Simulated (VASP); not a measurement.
Here is a VASP 6.6.1 calculation.

INCAR

```
SYSTEM = Se
ALGO = Normal
EDIFF = 1E-8
ENCUT = 520
ISIF = 2
ISMEAR = -1
LASPH = .TRUE.
LCHARG = .FALSE.
LEFG = .TRUE.
LREAL = .FALSE.
LWAVE = .FALSE.
NBANDS = 16
NELM = 60
PREC = Accurate
SIGMA = 0.03
```

The input KPOINTS:

```
k-points
0
G
  6 6 5
  0 0 0
```

The input POSCAR:

```
Se
1.0
    4.3661999489      0.0436619995      0.0436619995
   -2.1452875738      3.7594090740      0.0159814010
    0.0495360000      0.0495360000      4.9536000000
Se
3
Direct
    0.2254000000      0.0000000000      0.3333333333
    0.0000000000      0.2254000000      0.6666666667
    0.7746000000      0.7746000000      0.0000000000
```

Potentials or basis: VASP PAW LDA potentials, release 64 (Se).

Launch:

```sh
$ cat potpaw_LDA.64/Se/POTCAR > POTCAR
$ mpirun -np 1 vasp_std > vasp.out
```

Question: What does it give for the largest force?

Answer: 0.452 eV/Å.

Question: Predict the band gap on the k mesh.

Answer: 1.03 eV (least direct gap 1.34 eV).

Question: Estimate the pressure.

Answer: -0.9 GPa.

Electric field gradients, principal values (V/Å²):
| atom | least | middle | greatest (by size) |
| --- | --- | --- | --- |
| 1 Se | 169.614 | 333.772 | -503.386 |
| 2 Se | 154.102 | 322.133 | -476.236 |
| 3 Se | 167.689 | 331.148 | -498.837 |

Caveat: the cell differs from its parent crystal (equal xy, yz and zx shear strains of +2 %); without QUAD_EFG the Cq values of the log hold for a quadrupole moment of 1 mb, not for the nuclei; an odd mesh through Γ misses points on the zone boundary, where band edges can lie.
